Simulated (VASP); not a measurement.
Input of a VASP 6.6.1 run:

INCAR

```
  ALGO = Normal
  EDIFF = 1E-6
  ENCUT = 520
  GGA = PE
  ISIF = 2
  ISMEAR = 0
  LASPH = T
  LCHARG = F
  LREAL = F
  LWAVE = F
  NBANDS = 24
  NELM = 100
  PREC = Accurate
  SIGMA = 0.01
```

KPOINTS

```
k-points
0
Gamma
  6 6 2
```

The input POSCAR:

```
RbBr
1.0
    5.8899870892      0.0000000000      0.0000000000
   -2.9449935446      5.1008784472      0.0000000000
    0.0000000000      0.0000000000      6.8697844858
Rb Br
2 2
Direct
    0.3333333333      0.6666666667      0.2500000000
    0.6666666667      0.3333333333      0.7500000000
    0.6666666667      0.3333333333      0.2500000000
    0.3333333333      0.6666666667      0.7500000000
```

Potentials or basis: VASP PAW PBE potentials, release 64 (Rb_sv, Br).

Run with:

```bash
$ cat potpaw_PBE.64/Rb_sv/POTCAR potpaw_PBE.64/Br/POTCAR > POTCAR
$ mpirun -np 1 vasp_std > vasp.out
```

Problem. Estimate the band gap on the k mesh.

Solution. 4.06 eV.

Problem. Estimate the pressure.

Solution. 0.4 GPa.

Stress tensor (GPa, compression positive):
```
0.27 0.00 0.00
0.00 0.27 0.00
0.00 0.00 0.51
```

Caveat: the k points lie up to 0.46 Å⁻¹ apart. A k mesh can miss the band edges.
